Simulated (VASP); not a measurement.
# O (Fmmm) in VASP: further runs, part 2 of 2

VASP 6.6.1. The steps go on from the part before.

### 5 Single point, PBE (10.84 Å³/atom)

This run uses another cell than the first one, of 10.84 Å³/atom.

Input file INCAR:

```
SYSTEM = O
  PREC = Accurate
  ENCUT = 520
  EDIFF = 1E-6
  ISMEAR = -1
  SIGMA = 0.01
  LREAL = .False.
  LASPH = .True.
  NELM = 100
  ALGO = Normal
  ISIF = 2
  LWAVE = .False.
  LCHARG = .False.
  GGA = PE
  NBANDS = 13
```

Input file KPOINTS:

```
regular mesh
0
Gamma
  12 12 12
  0 0 0
```

Input file POSCAR:

```
O
1.0
    0.0000000000      2.1352841015      3.3888662319
    1.4978042046      0.0000000000      3.3888662319
    1.4978042046      2.1352841015      0.0000000000
O
2
Direct
    0.0871000000      0.0871000000      0.9129000000
    0.9129000000      0.9129000000      0.0871000000
```

Potentials or basis: VASP PAW PBE potentials, release 64 (O).

The run is started by

```bash
$ cat potpaw_PBE.64/O/POTCAR > POTCAR
$ mpirun -np 1 vasp_std > vasp.out
```

OUTCAR:

```text
SYSTEM = O
   PREC = Accurate
   ENCUT = 520
   EDIFF = 1E-6
   ISMEAR = -1
   LREAL = .False.
   LASPH = .True.
   NELM = 100
   ISIF = 2
   GGA = PE

 ion  position               nearest neighbor table
   1  0.087  0.087  0.913-   2 1.18
   2  0.913  0.913  0.087-   1 1.18

  LATTYP: Found a face centered orthorhombic cell.
 ALAT       =     2.9956084092
 B/A-ratio  =     1.4256096324
 C/A-ratio  =     2.2625562283

  Lattice vectors:

 A1 = (   0.0000000000,   2.1352841015,   3.3888662319)
 A2 = (   1.4978042046,   0.0000000000,   3.3888662319)
 A3 = (   1.4978042046,   2.1352841015,   0.0000000000)

Analysis of symmetry for initial positions (statically):
=====================================================================
 Subroutine PRICEL returns:
 Original cell was already a primitive cell.

 Routine SETGRP: Setting up the symmetry group for a
 face centered orthorhombic supercell.

 Subroutine GETGRP returns: Found  8 space group operations
 (whereof  8 operations were pure point group operations)
 out of a pool of  8 trial point group operations.

[... 174 lines left out ...]
      4      -5.3495      2.00000
      5      -5.0492      2.00000
      6       1.5838      0.00000
      7       2.1129      0.00000
      8      10.2755      0.00000
      9      12.7612      0.00000
     10      16.3352      0.00000
     11      20.3918      0.00000
     12      21.6882      0.00000
     13      25.8782      0.00000
[... 354 lines left out ...]
  band No.  band energies     occupation
      1     -26.7932      2.00000
      2     -13.0840      2.00000
      3      -7.9416      2.00000
      4      -6.3822      2.00000
      5      -5.3839      2.00000
      6      -0.1270      2.00000
      7       1.9169      0.00000
      8      11.1936      0.00000
      9      14.8336      0.00000
     10      15.7572      0.00000
     11      17.3194      0.00000
     12      20.7627      0.00000
     13      25.6250      0.00000

 [... further k-points ...]

------------------------ aborting loop because EDIFF is reached ----------------------------------------

  FORCE on cell =-STRESS in cart. coord.  units (eV):
  Direction    XX          YY          ZZ          XY          YZ          ZX
  --------------------------------------------------------------------------------------
  -------------------------------------------------------------------------------------
  Total       -0.3006673     -0.9237614      6.0223138      0.0000000      0.0000000      0.0000000
  in kB      -22.2229472    -68.2771282    445.1217647      0.0000000      0.0000000      0.0000000
  external PRESSURE =     118.2072298 kB  Pullay stress =       0.0000000 kB

 VOLUME and BASIS-vectors are now :
 -----------------------------------------------------------------------------
  energy-cutoff  :      520.00
  volume of cell :       21.68
      direct lattice vectors                 reciprocal lattice vectors
     0.000000000  2.135284101  3.388866232    -0.333822003  0.234160878  0.147541970
     1.497804205  0.000000000  3.388866232     0.333822003 -0.234160878  0.147541970
     1.497804205  2.135284101  0.000000000     0.333822003  0.234160878 -0.147541970

 POSITION                                       TOTAL-FORCE (eV/Angst)
 -----------------------------------------------------------------------------------
      1.49780      2.13528      0.59034         0.000000      0.000000      4.127592
      1.49780      2.13528      6.18739         0.000000      0.000000     -4.127592
 -----------------------------------------------------------------------------------
    total drift:                                0.000000      0.000000      0.000000

  FREE ENERGIE OF THE ION-ELECTRON SYSTEM (eV)
  ---------------------------------------------------
  free  energy   TOTEN  =        -9.3925687394 eV

  energy  without entropy=       -9.3920818436  energy(sigma->0) =       -9.39232529
```

Wall time 44 s (1 thread of Intel Xeon Platinum 8488C (Sapphire Rapids), shared host); peak memory 0.18 GiB.

What came out:

- Free energy: -9.3926 eV
- Pressure: 11.8 GPa
- Largest force: 4.128 eV/Å
- Band gap on the k mesh: zero (bands 6 and 7 overlap by 1.64 eV)

Forces on the atoms (eV/Å):
```
O    0.000  0.000  4.128
O    0.000  0.000 -4.128
```

Levels at points of the mesh, in eV from the Fermi level:
```tsv
k point	band 2	band 3	band 4	band 5	band 6	band 7	band 8	band 9	band 10	band 11
(0.00, 0.00, 0.00)	-13.98	-9.34	-6.38	-6.08	0.55	1.08	9.24	11.73	15.30	19.36
(0.50, 0.00, 0.00)	-13.93	-9.11	-7.62	-6.43	-1.28	0.86	10.33	13.87	15.15	16.98
(0.50, 0.50, 0.00)	-15.31	-7.09	-6.59	-6.11	1.06	1.15	8.13	9.20	14.54	19.03
(0.50, 0.00, 0.50)	-13.17	-9.25	-7.81	-7.42	-0.73	-0.44	11.77	11.98	13.84	19.36
(0.00, 0.50, 0.50)	-13.88	-8.86	-7.71	-6.61	-1.90	0.31	10.41	11.46	16.30	18.90
```

Caveat: the standard files for N, O and F lose accuracy on very short bonds; spin is off for a triplet molecule; the cell stands under pressure; this functional lacks dispersion, which holds the molecules together, so the pressure and a relaxed volume are unreliable; forces of over 1 eV/Å act on the atoms, so gaps and moduli don't describe the material at rest.

### 6 Summary

```tsv
cell	gap on the mesh (eV)	pressure (GPa)	largest force (eV/Å)
a = 3.900, b = 3.608, c = 2.540 Å, angles 76.6, 64.1, 39.3°, 2 atoms	none	25.8	7.60
a = 3.927, b = 3.632, c = 2.557 Å, angles 76.6, 64.1, 39.3°, 2 atoms	none	21.8	6.64
a = 3.980, b = 3.681, c = 2.591 Å, angles 76.6, 64.1, 39.3°, 2 atoms	none	14.8	4.91
a = 4.005, b = 3.705, c = 2.608 Å, angles 76.6, 64.1, 39.3°, 2 atoms	none	11.8	4.13
```

Alike in all rows: task single point; level PBE; potentials or basis VASP PAW PBE potentials, release 64 (O); no spin polarisation; k mesh 12 × 12 × 12; cutoff (eV) 520; smearing fermi-dirac 0.01 eV.

Caveats: the standard files for N, O and F lose accuracy on very short bonds; spin is off for a triplet molecule; the cell stands under pressure; this functional lacks dispersion, which holds the molecules together, so the pressure and a relaxed volume are unreliable; forces of over 1 eV/Å act on the atoms, so gaps and moduli don't describe the material at rest.

Absolute energies hang on the potentials; compare differences alone.
